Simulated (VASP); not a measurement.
# SrTe (rocksalt type) (Fm-3m) in VASP: a series of runs

Runs on SrTe (rocksalt type). Level: PBE. Tasks: single point.

All numbers are computed with VASP 6.6.1; they aren't measurements. Logs are shortened: lines on timing, memory, paths and dates and some standing lists are left out, and cuts for length are marked.

## 1. The cell of the first run

Symmetry: Fm-3m, No. 225, cubic system. The conventional cell has a = 6.662 Å, b = 6.662 Å, c = 6.662 Å, α = 90.00°, β = 90.00°, γ = 90.00°. Sr (site symmetry m-3m) has 6 Te at 3.33 Å within 4.4 Å. Within 4.4 Å of Te (site symmetry m-3m) lie 6 Sr at 3.33 Å.

## 2. Single point, PBE (volume scaled by 0.975)

Contents of INCAR:

```
SYSTEM = SrTe
PREC     = Accurate       ! precision mode
ENCUT    = 500            ! plane-wave cutoff, eV
EDIFF    = 1E-6           ! SCF threshold, eV
ISMEAR   = -1             ! smearing method
SIGMA    = 0.03           ! smearing width, eV
LREAL    = .False.        ! projectors in reciprocal space
LASPH    = .True.         ! aspherical terms in the spheres
NELM     = 120            ! most SCF steps
ALGO     = Normal         ! electronic algorithm
ISIF     = 2              ! what is computed and relaxed
LWAVE    = .False.        ! write WAVECAR
LCHARG   = .False.        ! write CHGCAR
GGA      = PE             ! functional
NBANDS   = 15             ! bands
GGA_COMPAT= .False.
```

Contents of KPOINTS:

```
Automatic mesh
0
Gamma
  11 11 11
  0 0 0
```

Contents of POSCAR:

```
SrTe
1.0
    0.0000000000      3.3309489380      3.3309489380
    3.3309489380      0.0000000000      3.3309489380
    3.3309489380      3.3309489380      0.0000000000
Sr Te
1 1
Direct
    0.0000000000      0.0000000000      0.0000000000
    0.5000000000      0.5000000000      0.5000000000
```

Potentials or basis: VASP PAW PBE potentials, release 64 (Sr_sv, Te).

Started as:

```
> cat potpaw_PBE.64/Sr_sv/POTCAR potpaw_PBE.64/Te/POTCAR > POTCAR
> mpirun -np 1 vasp_std > vasp.out
```

OUTCAR:

```text
SYSTEM = SrTe
   PREC = Accurate
   ENCUT = 500
   EDIFF = 1E-6
   ISMEAR = -1
   LREAL = .False.
   LASPH = .True.
   NELM = 120
   ISIF = 2
   GGA = PE

 ion  position               nearest neighbor table
   1  0.000  0.000  0.000-   2 3.33   2 3.33   2 3.33   2 3.33   2 3.33   2 3.33
   2  0.500  0.500  0.500-   1 3.33   1 3.33   1 3.33   1 3.33   1 3.33   1 3.33

  LATTYP: Found a face centered cubic cell.
 ALAT       =     6.6618978760

  Lattice vectors:

 A1 = (   0.0000000000,   3.3309489380,   3.3309489380)
 A2 = (   3.3309489380,   0.0000000000,   3.3309489380)
 A3 = (   3.3309489380,   3.3309489380,   0.0000000000)

Analysis of symmetry for initial positions (statically):
=====================================================================
 Subroutine PRICEL returns:
 Original cell was already a primitive cell.

 Routine SETGRP: Setting up the symmetry group for a
 face centered cubic supercell.

 Subroutine GETGRP returns: Found 48 space group operations
 (whereof 48 operations were pure point group operations)
 out of a pool of 48 trial point group operations.

The static configuration has the point symmetry O_h .

Analysis of symmetry for dynamics (positions and initial velocities):
=====================================================================
 Subroutine PRICEL returns:
 Original cell was already a primitive cell.

 Routine SETGRP: Setting up the symmetry group for a
 face centered cubic supercell.

 Subroutine GETGRP returns: Found 48 space group operations
 (whereof 48 operations were pure point group operations)
 out of a pool of 48 trial point group operations.

The dynamic configuration has the point symmetry O_h .

 Subroutine INISYM returns: Found 48 space group operations
 (whereof 48 operations are pure point group operations),
 and found     1 'primitive' translations

----------------------------------------------------------------------------------------

                                     Primitive cell

  volume of cell :      73.9152

  direct lattice vectors                    reciprocal lattice vectors
     0.000000000  3.330948938  3.330948938    -0.150107375  0.150107375  0.150107375
     3.330948938  0.000000000  3.330948938     0.150107375 -0.150107375  0.150107375
     3.330948938  3.330948938  0.000000000     0.150107375  0.150107375 -0.150107375

  length of vectors
     4.710673164  4.710673164  4.710673164     0.259993599  0.259993599  0.259993599

  position of ions in fractional coordinates (direct lattice)
[... 83 lines left out ...]
   IBRION =     -1    ionic relax: 0-MD 1-quasi-New 2-CG
   NFREE  =      0    steps in history (QN), initial steepest desc. (CG)
   ISIF   =      2    stress and relaxation
   ISYM   =      2    0-nonsym 1-usesym 2-fastsym
   POTIM  = 0.5000    time-step for ionic-motion
   TEBEG  =    0.0;   TEEND  =   0.0 temperature during run
   PSTRESS=    0.0 pullay stress
   NELECT =      16.0000    total number of electrons
   NUPDOWN=      -1.0000    fix difference up-down
   EMIN   =  10.00;   EMAX   =-10.00  energy-range for DOS
   EFERMI =   0.00;   METHOD = LEGACY
   ISMEAR =    -1;   SIGMA  =   0.03  broadening in eV -4-tet -1-fermi 0-gaus
   EFERMI_NEDOS =   21; number of points for ismear=-14 and -15
   IALGO  =     38    algorithm
   IMIX   =      4    mixing-type and parameters
     AMIX     =   0.40;   BMIX     =  1.00
     AMIX_MAG =   1.60;   BMIX_MAG =  1.00
  volume/ion in A,a.u.               =      36.96       249.40
  Fermi-wavevector in a.u.,A,eV,Ry     =   0.982962  1.857529 13.146151  0.966215
  Thomas-Fermi vector in A             =   2.114084
   LORBIT       =      0    0 simple, 1 ext, 2 COOP (PROOUT), +10 PAW based schemes
   GGA     = PE    functional components
   LHFCALC =     F    Hartree Fock is set to
   AEXX    =    0.0000 exact exchange contribution
   IVDW    =     0    specifies the selected vdW correction
   LEPSILON=     F    determine dielectric tensor
   LRPA    =     F    only Hartree local field effects (RPA)
 non-spin polarized calculation
  energy-cutoff  :      500.00
  volume of cell :       73.92
 maximum number of plane-waves:      1893
   NGX = 17   NGY = 17   NGZ = 17

 number of electron      16.0000000 magnetization

 Free energy of the ion-electron system (eV)
  ---------------------------------------------------
  ext. energy  EPLUGINS =         0.00000000
  ---------------------------------------------------
  free energy    TOTEN  =        -8.26252730 eV

  energy without entropy =       -8.26252730  energy(sigma->0) =       -8.26252730

 E-fermi :   3.5267     XC(G=0):  -8.5152

 val. band max:        2.8486133657   @ k =   0.0000   0.0000   0.0000
 cond. band min:       4.5661903025   @ k =   0.4545   0.4545   0.0000
 fundamental gap:      1.7175769367
 Fermi energy:         3.5266523957

 k-point     1 :       0.0000    0.0000    0.0000
  band No.  band energies     occupation
      1     -31.8333      2.00000
      2     -13.8256      2.00000
      3     -13.8256      2.00000
      4     -13.8256      2.00000
      5      -7.1290      2.00000
      6       2.8486      2.00000
      7       2.8486      2.00000
      8       2.8486      2.00000
      9       5.6989      0.00000
     10       6.1196      0.00000
     11       6.1196      0.00000
     12       6.1196      0.00000
     13       6.7662      0.00000
     14       6.7662      0.00000
[... 401 lines left out ...]
      2     -13.8944      2.00000
      3     -13.8470      2.00000
      4     -13.8263      2.00000
      5      -6.7530      2.00000
      6       0.9043      2.00000
      7       2.0027      2.00000
      8       2.0650      2.00000
      9       6.5719      0.00000
     10       6.7862      0.00000
     11       6.9482      0.00000
     12       7.5431      0.00000
     13       8.6796      0.00000
     14       9.2412      0.00000
     15      11.0482      0.00000

 [... further k-points ...]
[... 5 lines left out ...]
  --------------------------------------------------------------------------------------
  -------------------------------------------------------------------------------------
  Total        0.4420914      0.4420914      0.4420914      0.0000000      0.0000000      0.0000000
  in kB        9.5827176      9.5827176      9.5827176      0.0000000      0.0000000      0.0000000
  external PRESSURE =       9.5827176 kB  Pullay stress =       0.0000000 kB

 VOLUME and BASIS-vectors are now :
 -----------------------------------------------------------------------------
  energy-cutoff  :      500.00
  volume of cell :       73.92
      direct lattice vectors                 reciprocal lattice vectors
     0.000000000  3.330948938  3.330948938    -0.150107375  0.150107375  0.150107375
     3.330948938  0.000000000  3.330948938     0.150107375 -0.150107375  0.150107375
     3.330948938  3.330948938  0.000000000     0.150107375  0.150107375 -0.150107375

 POSITION                                       TOTAL-FORCE (eV/Angst)
 -----------------------------------------------------------------------------------
      0.00000      0.00000      0.00000         0.000000      0.000000      0.000000
      3.33095      3.33095      3.33095        -0.000000     -0.000000     -0.000000
 -----------------------------------------------------------------------------------
    total drift:                                0.000000      0.000000      0.000000

  FREE ENERGIE OF THE ION-ELECTRON SYSTEM (eV)
  ---------------------------------------------------
  free  energy   TOTEN  =        -8.2625273025 eV

  energy  without entropy=       -8.2625273025  energy(sigma->0) =       -8.26252730
```

stdout:

```text
POSCAR found type information on POSCAR SrTe
 POSCAR found :  2 types and       2 ions
 scaLAPACK will be used
 LDA part: xc-table for (Slater+PW92), standard interpolation
 POSCAR, INCAR and KPOINTS ok, starting setup
 FFT: planning ... GRIDC
 FFT: planning ... GRID_SOFT
 FFT: planning ... GRID
 WAVECAR not read
 entering main loop
```

Run time: 44 s. Hardware: 1 thread of Intel Xeon Platinum 8259CL at 2.50GHz (Skylake/Cascade Lake), shared host; peak memory 0.24 GiB.

What came out:

```
Free energy            : -8.2625 eV
Pressure               : 1.0 GPa
Band gap on the k mesh : 1.72 eV, indirect (least direct gap 2.45 eV)
```

Levels at points of the mesh, in eV from the valence-band top:
```tsv
k point	band 5	band 6	band 7	band 8	band 9	band 10	band 11	band 12
(0.00, 0.00, 0.00)	-9.98	0.00	0.00	0.00	2.85	3.27	3.27	3.27
```

Caveat: the cell differs from its parent crystal (volume scaled by 0.975); spin-orbit coupling is left out, which moves the levels of the heavy elements. A k mesh can miss the band edges.

## 3. Single point, PBE

This run uses another cell than the first one, of 37.91 Å³/atom, 1.026 times its volume.

Contents of INCAR:

```
PREC = Accurate
ENCUT = 500
EDIFF = 1E-6
ISMEAR = -1
SIGMA = 0.03
LREAL = False
LASPH = True
NELM = 120
ALGO = Normal
ISIF = 2
LWAVE = False
LCHARG = True
GGA = PE
LELF = True
LVHAR = True
NBANDS = 15
GGA_COMPAT = False
```

Contents of KPOINTS:

```
Automatic mesh
0
Gamma
  11 11 11
```

Contents of POSCAR:

```
SrTe
1.0
    0.0000000000      3.3591789122      3.3591789122
    3.3591789122      0.0000000000      3.3591789122
    3.3591789122      3.3591789122      0.0000000000
Sr Te
1 1
Direct
    0.0000000000      0.0000000000      0.0000000000
    0.5000000000      0.5000000000      0.5000000000
```

Potentials or basis: VASP PAW PBE potentials, release 64 (Sr_sv, Te).

Started as:

```
> cat potpaw_PBE.64/Sr_sv/POTCAR potpaw_PBE.64/Te/POTCAR > POTCAR
> mpirun -np 1 vasp_std > vasp.out
```

OUTCAR:

```text
PREC = Accurate
   ENCUT = 500
   EDIFF = 1E-6
   ISMEAR = -1
   LREAL = False
   LASPH = True
   NELM = 120
   ISIF = 2
   GGA = PE

 ion  position               nearest neighbor table
   1  0.000  0.000  0.000-   2 3.36   2 3.36   2 3.36   2 3.36   2 3.36   2 3.36
   2  0.500  0.500  0.500-   1 3.36   1 3.36   1 3.36   1 3.36   1 3.36   1 3.36

  LATTYP: Found a face centered cubic cell.
 ALAT       =     6.7183578244

  Lattice vectors:

 A1 = (   0.0000000000,   3.3591789122,   3.3591789122)
 A2 = (   3.3591789122,   0.0000000000,   3.3591789122)
[... 608 lines left out ...]
     11       6.7051      0.00000
     12       7.3380      0.00000
     13       8.4076      0.00000
     14       8.9658      0.00000
     15      10.7210      0.00000

 [... further k-points ...]
[... 5 lines left out ...]
  --------------------------------------------------------------------------------------
  -------------------------------------------------------------------------------------
  Total        0.0396707      0.0396707      0.0396707      0.0000000      0.0000000     -0.0000000
  in kB        0.8383998      0.8383998      0.8383998      0.0000000      0.0000000     -0.0000000
  external PRESSURE =       0.8383998 kB  Pullay stress =       0.0000000 kB

 VOLUME and BASIS-vectors are now :
 -----------------------------------------------------------------------------
  energy-cutoff  :      500.00
  volume of cell :       75.81
      direct lattice vectors                 reciprocal lattice vectors
     0.000000000  3.359178912  3.359178912    -0.148845897  0.148845897  0.148845897
     3.359178912  0.000000000  3.359178912     0.148845897 -0.148845897  0.148845897
     3.359178912  3.359178912  0.000000000     0.148845897  0.148845897 -0.148845897

 POSITION                                       TOTAL-FORCE (eV/Angst)
 -----------------------------------------------------------------------------------
      0.00000      0.00000      0.00000         0.000000      0.000000      0.000000
      3.35918      3.35918      3.35918        -0.000000     -0.000000     -0.000000
 -----------------------------------------------------------------------------------
    total drift:                                0.000000      0.000000      0.000000

  FREE ENERGIE OF THE ION-ELECTRON SYSTEM (eV)
  ---------------------------------------------------
  free  energy   TOTEN  =        -8.2687502494 eV

  energy  without entropy=       -8.2687502494  energy(sigma->0) =       -8.26875025
```

OSZICAR:

```text
N       E                     dE             d eps       ncg     rms          rms(c)
DAV:   1     0.658111639468E+02    0.65811E+02   -0.67687E+03  1680   0.903E+02
DAV:   2    -0.437724255730E+01   -0.70188E+02   -0.65383E+02  2163   0.173E+02
DAV:   3    -0.822507096626E+01   -0.38478E+01   -0.38246E+01  2492   0.346E+01
DAV:   4    -0.836281385174E+01   -0.13774E+00   -0.13770E+00  2314   0.621E+00
DAV:   5    -0.836454865740E+01   -0.17348E-02   -0.17348E-02  2476   0.702E-01    0.143E+01
DAV:   6    -0.826346382075E+01    0.10108E+00   -0.13562E-01  2016   0.211E+00    0.853E+00
DAV:   7    -0.826812390193E+01   -0.46601E-02   -0.16883E-01  2142   0.256E+00    0.111E+00
DAV:   8    -0.826836789677E+01   -0.24399E-03   -0.22517E-02  1785   0.718E-01    0.402E-01
DAV:   9    -0.826848076961E+01   -0.11287E-03   -0.93018E-04  2261   0.219E-01    0.210E-01
DAV:  10    -0.826873324658E+01   -0.25248E-03   -0.20300E-04  1876   0.831E-02    0.492E-02
DAV:  11    -0.826874651030E+01   -0.13264E-04   -0.12578E-05  2291   0.181E-02    0.485E-02
DAV:  12    -0.826874964299E+01   -0.31327E-05   -0.12320E-05  2100   0.165E-02    0.300E-02
DAV:  13    -0.826875024938E+01   -0.60640E-06   -0.45245E-07  1561   0.423E-03
   1 F= -.82687502E+01 E0= -.82687502E+01  d E =-.239159E-10
```

Run time: 46 s. Hardware: 1 thread of Intel Xeon Platinum 8259CL at 2.50GHz (Skylake/Cascade Lake), shared host; peak memory 0.24 GiB.

What came out:

| Property | Result |
| --- | --- |
| Free energy | -8.2688 eV |
| Pressure | 0.1 GPa |
| Band gap on the k mesh | 1.78 eV, indirect (least direct gap 2.50 eV) |

Levels at points of the mesh, in eV from the valence-band top:
```tsv
k point	band 5	band 6	band 7	band 8	band 9	band 10	band 11	band 12
(0.00, 0.00, 0.00)	-9.90	0.00	0.00	0.00	2.74	3.29	3.29	3.29
```

Caveat: spin-orbit coupling is left out, which moves the levels of the heavy elements. A k mesh can miss the band edges.

## 4. Single point, PBE (volume scaled by 1.025)

Contents of INCAR:

```
ALGO = Normal
EDIFF = 1E-6
ENCUT = 500
GGA = PE
GGA_COMPAT = False
ISIF = 2
ISMEAR = -1
LASPH = True
LCHARG = False
LREAL = False
LWAVE = False
NBANDS = 15
NELM = 120
PREC = Accurate
SIGMA = 0.03
```

Contents of KPOINTS:

```
k-points
0
Gamma
  11 11 11
```

Contents of POSCAR:

```
SrTe
1.0
    0.0000000000      3.3869417310      3.3869417310
    3.3869417310      0.0000000000      3.3869417310
    3.3869417310      3.3869417310      0.0000000000
Sr Te
1 1
Direct
    0.0000000000      0.0000000000      0.0000000000
    0.5000000000      0.5000000000      0.5000000000
```

Started as:

```
> cat potpaw_PBE.64/Sr_sv/POTCAR potpaw_PBE.64/Te/POTCAR > POTCAR
> mpirun -np 1 vasp_std > vasp.out
```

It took 40 s on 1 thread of Intel Xeon Platinum 8259CL at 2.50GHz (Skylake/Cascade Lake), shared host; peak memory 0.24 GiB.

Results (log left out):

```
Free energy            : -8.2653 eV
Pressure               : -0.7 GPa
Band gap on the k mesh : 1.84 eV, indirect (least direct gap 2.54 eV)
```

Levels at points of the mesh, in eV from the valence-band top:
```tsv
k point	band 4	band 5	band 6	band 7	band 8	band 9	band 10	band 11	band 12	band 13
(0.00, 0.00, 0.00)	-16.79	-9.83	0.00	0.00	0.00	2.64	3.31	3.31	3.31	3.91
```

Caveat: the cell differs from its parent crystal (volume scaled by 1.025); spin-orbit coupling is left out, which moves the levels of the heavy elements. A k mesh can miss the band edges.

## 5. Single point, PBE (volume scaled by 1.05)

Contents of INCAR:

```
SYSTEM = SrTe
PREC = Accurate
ENCUT = 500
EDIFF = 1E-6
ISMEAR = -1
SIGMA = 0.03
LREAL = .False.
LASPH = .True.
NELM = 120
ALGO = Normal
ISIF = 2
LWAVE = .False.
LCHARG = .False.
GGA = PE
NBANDS = 15
GGA_COMPAT = .False.
```

Contents of KPOINTS:

```
Automatic mesh
0
Gamma
  11 11 11
  0 0 0
```

Contents of POSCAR:

```
SrTe
1.0
    0.0000000000      3.4142569568      3.4142569568
    3.4142569568      0.0000000000      3.4142569568
    3.4142569568      3.4142569568      0.0000000000
Sr Te
1 1
Direct
    0.0000000000      0.0000000000      0.0000000000
    0.5000000000      0.5000000000      0.5000000000
```

Started as:

```
> cat potpaw_PBE.64/Sr_sv/POTCAR potpaw_PBE.64/Te/POTCAR > POTCAR
> mpirun -np 1 vasp_std > vasp.out
```

It took 50 s on 1 thread of Intel Xeon Platinum 8259CL at 2.50GHz (Skylake/Cascade Lake), shared host; peak memory 0.24 GiB.

It converged, with:

* Free energy: -8.2533 eV
* Pressure: -1.4 GPa
* Band gap on the k mesh: 1.89 eV, indirect (least direct gap 2.54 eV)

Levels at points of the mesh, in eV from the valence-band top:
| k point | band 5 | band 6 | band 7 | band 8 | band 9 | band 10 | band 11 | band 12 |
| --- | --- | --- | --- | --- | --- | --- | --- | --- |
| (0.00, 0.00, 0.00) | -9.76 | 0.00 | 0.00 | 0.00 | 2.54 | 3.33 | 3.33 | 3.33 |

Caveat: the cell differs from its parent crystal (volume scaled by 1.05); spin-orbit coupling is left out, which moves the levels of the heavy elements.

## 6. Overview

```tsv
cell	gap on the mesh (eV)	pressure (GPa)
a = 4.711 Å, angles 60.0°, 2 atoms	1.72	1.0
a = 4.751 Å, angles 60.0°, 2 atoms	1.78	0.1
a = 4.790 Å, angles 60.0°, 2 atoms	1.84	-0.7
a = 4.828 Å, angles 60.0°, 2 atoms	1.89	-1.4
```

Alike in all rows: task single point; level PBE; potentials or basis VASP PAW PBE potentials, release 64 (Sr_sv, Te); no spin polarisation; k mesh 11 × 11 × 11; cutoff (eV) 500; smearing fermi-dirac 0.03 eV.

Caveats: spin-orbit coupling is left out, which moves the levels of the heavy elements.

Absolute energies hang on the potentials; compare differences alone.
